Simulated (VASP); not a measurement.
# Li3TaO4 (I4/mmm) in VASP: single point with r2SCAN

Aim: the single point of Li3TaO4 with r2SCAN.

Program: VASP 6.6.1. These are calculated values, not measurements. Logs are shortened: lines on timing, memory, paths and dates and some standing lists are left out, and cuts for length are marked.

**1. The cell of the first run**

Symmetry: I4/mmm, No. 139, tetragonal system. The conventional cell has a = 4.103 Å, b = 4.103 Å, c = 8.968 Å, α = 90.00°, β = 90.00°, γ = 90.00°. Within 2.7 Å of Li (site symmetry 4/mmm) lie 6 O at 2.05 to 2.56 Å. Li (site symmetry -4m2) has 6 O at 2.08 to 2.24 Å within 2.7 Å. Within 2.5 Å of Ta (site symmetry 4/mmm) lie 6 O at 1.92 to 2.05 Å. Within 2.7 Å of O (site symmetry mmm) lie 4 Li at 2.05 to 2.24 Å and 2 Ta at 2.05 Å. O (site symmetry 4mm) has 1 Ta at 1.92 Å and 5 Li at 2.08 to 2.56 Å within 2.6 Å.

**2. Single point, r2SCAN (9.44 Å³/atom)**

The input, POSCAR:

```
Li3TaO4
1.0
   -2.0515235359      2.0515235359      4.4837914422
    2.0515235359     -2.0515235359      4.4837914422
    2.0515235359      2.0515235359     -4.4837914422
Li Ta O
3 1 4
Direct
    0.5000000000      0.5000000000      0.0000000000
    0.2500000000      0.7500000000      0.5000000000
    0.7500000000      0.2500000000      0.5000000000
    0.0000000000      0.0000000000      0.0000000000
    0.0000000000      0.5000000000      0.5000000000
    0.7856728292      0.7856728292      0.0000000000
    0.5000000000      0.0000000000      0.5000000000
    0.2143271708      0.2143271708      0.0000000000
```

The input, INCAR.step1:

```
PREC = Accurate ; ENCUT = 520
ISMEAR = 0 ; SIGMA = 0.02
LREAL = False ; LASPH = True
NELM = 60 ; NBANDS = 32
GGA = PE ; ALGO = Normal
EDIFF = 1E-4 ; LWAVE = True
LCHARG = False
```

The input, INCAR.step2:

```
PREC = Accurate ; ENCUT = 520
EDIFF = 1E-6 ; ISMEAR = 0
SIGMA = 0.02 ; LREAL = False
LASPH = True ; NELM = 60
ALGO = Normal ; ISIF = 2
LWAVE = False ; LCHARG = True
METAGGA = R2SCAN ; LMIXTAU = True
LELF = True ; LVHAR = True
NBANDS = 32 ; ISTART = 1
```

The input, KPOINTS:

```
regular mesh
0
Gamma
  10 10 10
```

Potentials or basis: VASP PAW PBE potentials, release 64 (Li_sv, Ta_pv, O).

Run with:

```
$ cat potpaw_PBE.64/Li_sv/POTCAR potpaw_PBE.64/Ta_pv/POTCAR potpaw_PBE.64/O/POTCAR > POTCAR
$ cp INCAR.step1 INCAR
$ mpirun -np 1 vasp_std > vasp.out
$ cp INCAR.step2 INCAR
$ mpirun -np 1 vasp_std > vasp.out
```

OUTCAR:

```text
PREC = Accurate
   ENCUT = 520
   EDIFF = 1E-6
   ISMEAR = 0
   LREAL = False
   LASPH = True
   NELM = 60
   ISIF = 2
   METAGGA = R2SCAN
   ISTART = 1

 ion  position               nearest neighbor table
   1  0.500  0.500  0.000-   5 2.05   7 2.05   7 2.05   5 2.05   4 2.90   4 2.90   4 2.90   4 2.90

   2  0.250  0.750  0.500-   6 2.08   8 2.08   6 2.08   8 2.08   7 2.24   5 2.24   4 3.04   4 3.04
                             4 3.04   4 3.04
   3  0.750  0.250  0.500-   6 2.08   8 2.08   6 2.08   8 2.08   7 2.24   5 2.24   4 3.04   4 3.04
                             4 3.04   4 3.04
   4  0.000  0.000  0.000-   6 1.92   8 1.92   7 2.05   5 2.05   5 2.05   7 2.05   1 2.90   1 2.90
                             1 2.90   1 2.90   3 3.04   2 3.04   3 3.04   2 3.04   2 3.04   2 3.04
   5  0.000  0.500  0.500-   1 2.05   4 2.05   4 2.05   1 2.05   3 2.24   2 2.24
   6  0.786  0.786  0.000-   4 1.92   3 2.08   2 2.08   3 2.08   2 2.08
   7  0.500  0.000  0.500-   1 2.05   4 2.05   1 2.05   4 2.05   3 2.24   2 2.24
   8  0.214  0.214  0.000-   4 1.92   2 2.08   3 2.08   2 2.08   3 2.08

  LATTYP: Found a body centered tetragonal cell.
 ALAT       =     4.1030470718
 C/A-ratio  =     2.1855910321

  Lattice vectors:

 A1 = (  -2.0515235359,   2.0515235359,   4.4837914422)
 A2 = (   2.0515235359,  -2.0515235359,   4.4837914422)
 A3 = (   2.0515235359,   2.0515235359,  -4.4837914422)

Analysis of symmetry for initial positions (statically):
=====================================================================
 Subroutine PRICEL returns:
 Original cell was already a primitive cell.

 Routine SETGRP: Setting up the symmetry group for a
 body centered tetragonal supercell.

 Subroutine GETGRP returns: Found 16 space group operations
 (whereof 16 operations were pure point group operations)
 out of a pool of 16 trial point group operations.

The static configuration has the point symmetry D_4h.

Analysis of symmetry for dynamics (positions and initial velocities):
=====================================================================
 Subroutine PRICEL returns:
 Original cell was already a primitive cell.

 Routine SETGRP: Setting up the symmetry group for a
 body centered tetragonal supercell.

 Subroutine GETGRP returns: Found 16 space group operations
 (whereof 16 operations were pure point group operations)
 out of a pool of 16 trial point group operations.

The dynamic configuration has the point symmetry D_4h.

 Subroutine INISYM returns: Found 16 space group operations
 (whereof 16 operations are pure point group operations),
[... 109 lines left out ...]
   LREAL  =      F    real-space projection
   EDIFFG = 0.1E-04   stopping-criterion for IOM
   NSW    =      0    number of steps for IOM
   IBRION =     -1    ionic relax: 0-MD 1-quasi-New 2-CG
   NFREE  =      0    steps in history (QN), initial steepest desc. (CG)
   ISIF   =      2    stress and relaxation
   ISYM   =      2    0-nonsym 1-usesym 2-fastsym
   POTIM  = 0.5000    time-step for ionic-motion
   TEBEG  =    0.0;   TEEND  =   0.0 temperature during run
   PSTRESS=    0.0 pullay stress
   NELECT =      44.0000    total number of electrons
   NUPDOWN=      -1.0000    fix difference up-down
   EMIN   =  10.00;   EMAX   =-10.00  energy-range for DOS
   EFERMI =   0.00;   METHOD = LEGACY
   ISMEAR =     0;   SIGMA  =   0.02  broadening in eV -4-tet -1-fermi 0-gaus
   EFERMI_NEDOS =   21; number of points for ismear=-14 and -15
   IALGO  =     38    algorithm
   IMIX   =      4    mixing-type and parameters
     AMIX     =   0.40;   BMIX     =  1.00
     AMIX_MAG =   1.60;   BMIX_MAG =  1.00
  volume/ion in A,a.u.               =       9.44        63.67
  Fermi-wavevector in a.u.,A,eV,Ry     =   1.367539  2.584273 25.445096  1.870162
  Thomas-Fermi vector in A             =   2.493582
   LORBIT       =      0    0 simple, 1 ext, 2 COOP (PROOUT), +10 PAW based schemes
   METAGGA = R2SCAN    functional components
   LHFCALC =     F    Hartree Fock is set to
   AEXX    =    0.0000 exact exchange contribution
   IVDW    =     0    specifies the selected vdW correction
   LEPSILON=     F    determine dielectric tensor
   LRPA    =     F    only Hartree local field effects (RPA)
 non-spin polarized calculation
 Gauss-broadening in eV      SIGMA  =   0.02
  energy-cutoff  :      520.00
  volume of cell :       75.48
 maximum number of plane-waves:      2056
   NGX = 19   NGY = 19   NGZ = 19

 number of electron      44.0000008 magnetization

 Free energy of the ion-electron system (eV)
  ---------------------------------------------------
  ext. energy  EPLUGINS =         0.00000000
  ---------------------------------------------------
  free energy    TOTEN  =      -101.01341788 eV

  energy without entropy =     -101.01341788  energy(sigma->0) =     -101.01341788

 E-fermi :   2.1234     XC(G=0): -11.3521

 val. band max:        1.9925619290   @ k =   0.3000   0.3000   0.2000
 cond. band min:       4.0553406664   @ k =   0.0000   0.0000   0.0000
 fundamental gap:      2.0627787374
 Fermi energy:         2.1234151794

 k-point     1 :       0.0000    0.0000    0.0000
  band No.  band energies     occupation
      1     -43.2743      2.00000
      2     -42.0531      2.00000
      3     -42.0255      2.00000
      4     -33.4822      2.00000
      5     -33.4822      2.00000
      6     -33.2892      2.00000
[... 829 lines left out ...]
     31      13.4458      0.00000
     32      14.1567      0.00000

 [... further k-points ...]
[... 5 lines left out ...]
  --------------------------------------------------------------------------------------
  -------------------------------------------------------------------------------------
  Total       -1.6910286     -1.6910286     -1.4255500      0.0000000     -0.0000000      0.0000000
  in kB      -35.8924526    -35.8924526    -30.2576105      0.0000000     -0.0000000      0.0000000
  external PRESSURE =     -34.0141719 kB  Pullay stress =       0.0000000 kB

 VOLUME and BASIS-vectors are now :
 -----------------------------------------------------------------------------
  energy-cutoff  :      520.00
  volume of cell :       75.48
      direct lattice vectors                 reciprocal lattice vectors
    -2.051523536  2.051523536  4.483791442     0.000000000  0.243721308  0.111512769
     2.051523536 -2.051523536  4.483791442     0.243721308  0.000000000  0.111512769
     2.051523536  2.051523536 -4.483791442     0.243721308  0.243721308  0.000000000

 POSITION                                       TOTAL-FORCE (eV/Angst)
 -----------------------------------------------------------------------------------
      0.00000      0.00000      4.48379        -0.000000     -0.000000     -0.000000
      2.05152     -0.00000      2.24190        -0.000000     -0.000000      0.000000
     -0.00000      2.05152      2.24190        -0.000000     -0.000000      0.000000
      0.00000      0.00000      0.00000        -0.000000     -0.000000     -0.000000
      2.05152      0.00000      0.00000        -0.000000     -0.000000     -0.000000
      0.00000      0.00000      7.04559         0.000000      0.000000     -0.182627
      0.00000      2.05152      0.00000        -0.000000     -0.000000     -0.000000
      0.00000      0.00000      1.92200         0.000000      0.000000      0.182627
 -----------------------------------------------------------------------------------
    total drift:                               -0.000000      0.000000     -0.000000

  FREE ENERGIE OF THE ION-ELECTRON SYSTEM (eV)
  ---------------------------------------------------
  free  energy   TOTEN  =      -101.0134178767 eV

  energy  without entropy=     -101.0134178767  energy(sigma->0) =     -101.01341788
```

OUTCAR.step1:

```text
PREC = Accurate
   ENCUT = 520
   ISMEAR = 0
   LREAL = False
   LASPH = True
[... 1088 lines left out ...]
      2.05152      0.00000      0.00000         0.000000      0.000000      0.000000
      0.00000      0.00000      7.04559         0.000000      0.000000     -0.485165
      0.00000      2.05152      0.00000         0.000000      0.000000      0.000000
      0.00000      0.00000      1.92200        -0.000000     -0.000000      0.485165
 -----------------------------------------------------------------------------------
    total drift:                               -0.000000      0.000000     -0.000000

  FREE ENERGIE OF THE ION-ELECTRON SYSTEM (eV)
  ---------------------------------------------------
  free  energy   TOTEN  =       -56.9892841557 eV

  energy  without entropy=      -56.9892841557  energy(sigma->0) =      -56.98928416
```

Wall time 8.7 min (1 thread of Intel Xeon 6975P-C (Granite Rapids), shared host); peak memory 0.4 GiB.

What came out:

```yaml
Free_energy: -101.0134 eV
Largest_force: 0.183 eV/Å
Band_gap_on_the_k_mesh: 2.06 eV (least direct gap 2.15 eV)
```

Forces on the atoms (eV/Å):
```
Li   0.000  0.000  0.000
Li   0.000  0.000  0.000
Li   0.000  0.000  0.000
Ta   0.000  0.000  0.000
O    0.000  0.000  0.000
O    0.000  0.000 -0.183
O    0.000  0.000  0.000
O    0.000  0.000  0.183
```

Caveat: the cutoff is under 1.25 times the usual one of these potentials, so pressure, stress and relaxed cells hold a basis-set (Pulay) error; the PAW data sets were made with another functional, which shifts forces and pressure a little; spin-orbit coupling is left out, which moves the levels of the heavy elements.
